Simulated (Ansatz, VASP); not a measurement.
## Two plane-wave programs on Hf5C3

```
CELL_PARAMETERS angstrom
-3.07967 3.07967 3.07967
3.07967 -3.07967 3.07967
3.07967 3.07967 -3.07967
ATOMIC_POSITIONS crystal
Hf 0.00000 0.00000 0.00000
Hf 0.50003 0.50003 0.50003
Hf 0.00000 0.00000 0.49997
Hf 0.00000 0.49997 0.00000
Hf 0.49997 0.00000 0.00000
C 0.00000 0.50000 0.50000
C 0.50000 0.00000 0.50000
C 0.50000 0.50000 0.00000
```

Alike in both runs: functional PBE; k mesh 4 × 4 × 4; occupations gaussian, width 0.2 eV; no spin polarisation.

Ansatz relaxed the structure, and its values are those at the end. VASP's run is a single point on that final structure, the one shown.

|  | VASP | Ansatz |
| --- | --- | --- |
| version | VASP 6.6.1 | Ansatz 0.2.0 |
| potentials or method | VASP PAW PBE potentials, release 64 (Hf_pv, C), cutoff 520 eV | scalar-relativistic, plane waves, PAW |
| valence electrons in the cell | 62 | 142 |

```csv
,VASP,Ansatz,Ansatz less VASP
gap on the k mesh at the Fermi level (eV),none,none,-
pressure (GPa),-1.1,-0.1,+0.96
```

A gap of «none» marks a metal or a gap that the smearing closes. The functional is the same, so the differences come from potentials, cutoffs and numerics. VASP's potentials hold 62 valence electrons a cell and Ansatz's 142, so a difference there can come from the potentials and not from the codes.

The k mesh is coarse, so the values compare programs but aren't converged. Spin-orbit coupling is off throughout.
